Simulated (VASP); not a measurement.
Input of a VASP 6.6.1 run:

Contents of INCAR:

```
SYSTEM = CaO
ALGO = Normal
EDIFF = 1E-6
EDIFFG = -0.005
ENCUT = 600
GGA = PS
IBRION = 2
ISIF = 3
ISMEAR = 0
LASPH = .True.
LCHARG = .False.
LREAL = .False.
LWAVE = .False.
NELM = 100
NSW = 100
PREC = Accurate
SIGMA = 0.02
```

File KPOINTS:

```
k-points
0
Gamma
  8 8 8
  0 0 0
```

POSCAR

```
CaO
1.0
    0.0000000000      2.4065000000      2.4065000000
    2.4065000000      0.0000000000      2.4065000000
    2.4065000000      2.4065000000      0.0000000000
Ca O
1 1
Direct
    0.0000000000      0.0000000000      0.0000000000
    0.5000000000      0.5000000000      0.5000000000
```

Potentials or basis: VASP PAW PBE potentials, release 64 (Ca_sv, O).

Command:

```console
$ cat potpaw_PBE.64/Ca_sv/POTCAR potpaw_PBE.64/O/POTCAR > POTCAR
$ mpirun -np 1 vasp_std > vasp.out
```

(1) What does it give for the relaxed volume?

(2) What does it give for the space group after relaxing (to 0.05 Å)?

## Answers

(1) 13.61 Å³/atom.

(2) Fm-3m (No. 225).

Caveat: the PAW data sets were made with another functional, which shifts forces and pressure a little.
